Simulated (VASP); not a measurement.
Input of a VASP 6.6.1 run:

Contents of INCAR:

```
ALGO = Normal ; EDIFF = 1E-8
ENCUT = 520 ; GGA = PS
ISIF = 2 ; ISMEAR = -1
LASPH = T ; LCHARG = F
LEFG = T ; LREAL = F
LWAVE = F ; NBANDS = 16
NELM = 100 ; PREC = Accurate
SIGMA = 0.05
```

File KPOINTS:

```
k-points
0
Gamma
  9 9 9
```

Contents of POSCAR:

```
HgTe
1.0
    0.0000000000      3.2342093810      3.2342093810
    3.2342093810      0.0000000000      3.2342093810
    3.2342093810      3.2342093810      0.0000000000
Hg Te
1 1
Direct
    0.0000000000      0.0000000000      0.0000000000
    0.7500000000      0.7500000000      0.7500000000
```

Potentials or basis: VASP PAW PBE potentials, release 64 (Hg, Te).

The run is started by

```sh
$ cat potpaw_PBE.64/Hg/POTCAR potpaw_PBE.64/Te/POTCAR > POTCAR
$ mpirun -np 1 vasp_std > vasp.out
```

(1) Predict the band gap on the k mesh.

(2) What does it give for the pressure?

Answers

(1) zero (filled and empty bands touch).

(2) 1.0 GPa.

Caveat: without QUAD_EFG the Cq values of the log hold for a quadrupole moment of 1 mb, not for the nuclei; the PAW data sets were made with another functional, which shifts forces and pressure a little; spin-orbit coupling is left out, which moves the levels of the heavy elements.
